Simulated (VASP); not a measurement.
**SnO: single point with r2SCAN**

SnO:

```
Sn O
1.0
     3.71674    0.00000    0.00000
     0.00000    3.71674    0.00000
     0.00000    0.00000    4.81935
Sn O
2 2
Cartesian
  0.0000 1.8584 1.1730
  1.8584 0.0000 3.6464
  1.8584 1.8584 0.0000
  0.0000 0.0000 0.0000
```

This cell differs from its parent crystal: epitaxial xy strain -2.0%.

* Program: VASP 6.6.1
* Task: single point
* Functional: r2SCAN
* Potentials or basis: VASP PAW PBE potentials, release 64 (Sn_d, O)
* Cutoff: 520 eV
* k mesh: 6 × 6 × 6
* Occupations: fermi-dirac, width 0.02 eV
* Spin: non-collinear spin, zero start, spin-orbit coupling
* Starting moments: [[0.0, 0.0, 0.0], [0.0, 0.0, 0.0], [0.0, 0.0, 0.0], [0.0, 0.0, 0.0]] μB
* Dipole correction: no
* Further INCAR settings: ALGO = Normal; EDIFF = 1e-07; NBANDS = 54

```json
{"Pressure": "4.6 GPa", "Largest force": "0.136 eV/Å", "Net moment": "0.00 μB per cell", "Valence electrons inside the program's atomic spheres": "Sn 12.16; O 5.07"}
```

Forces in eV/Å, atoms in the order of the input:
```
Sn   0.000  0.000  0.136
Sn   0.000  0.000 -0.136
O    0.000  0.000  0.000
O    0.000  0.000  0.000
```

Stress tensor (GPa, compression positive):
```
5.98 0.00 0.00
0.00 5.98 0.00
0.00 0.00 1.83
```

Moments on the atoms (μB; x, y, z):
```
Sn  0.00 0.00 0.00
Sn  0.00 0.00 0.00
O   0.00 0.00 0.00
O   0.00 0.00 0.00
```

Run time: 32 min on 1 thread of Oxide Virtual Turin-like Processor, with other jobs on the host, peak memory 0.42 GiB.

Caveat: the cell differs from its parent crystal (epitaxial xy strain -2.0%); the cell stands under pressure; the PAW data sets were made with another functional, which shifts forces and pressure a little.
